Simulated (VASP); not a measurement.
Input of a VASP 6.6.1 run:

File INCAR:

```
SYSTEM = Yb3InC
PREC = Accurate ; ENCUT = 600
EDIFF = 1E-6 ; ISMEAR = -1
SIGMA = 0.5 ; LREAL = .False.
LASPH = .True. ; NELM = 200
ALGO = Normal ; ISIF = 2
LWAVE = .False. ; LCHARG = .False.
GGA = PE ; NBANDS = 52
GGA_COMPAT = .False. ; LMAXMIX = 6
```

KPOINTS

```
Automatic mesh
0
Gamma
  4 4 4
  0 0 0
```

The input POSCAR:

```
Yb3InC
1.0
    5.0632000000      0.0000000000      0.0000000000
    0.0000000000      5.0632000000      0.0000000000
    0.0000000000      0.0000000000      5.0632000000
Yb In C
3 1 1
Direct
    0.5000000000      0.0000000000      0.5000000000
    0.0000000000      0.5000000000      0.5000000000
    0.5000000000      0.5000000000      0.0000000000
    0.0000000000      0.0000000000      0.0000000000
    0.5000000000      0.5000000000      0.5000000000
```

Potentials or basis: VASP PAW PBE potentials, release 64 (Yb, In_d, C).

Command:

```console
$ cat potpaw_PBE.64/Yb/POTCAR potpaw_PBE.64/In_d/POTCAR potpaw_PBE.64/C/POTCAR > POTCAR
$ mpirun -np 1 vasp_std > vasp.out
```

Problem. What does it give for the pressure?

Solution. -3.9 GPa.

Problem. Predict the band gap on the k mesh.

Solution. Zero (an odd number of electrons rules out a gap without spin polarisation).

Caveat: the cell stands under tension; so wide a smearing shifts energies and pressures; spin-orbit coupling is left out, which moves the levels of the heavy elements. Spin polarisation is off, so any magnetic state and its effect on volume and gap are missing.
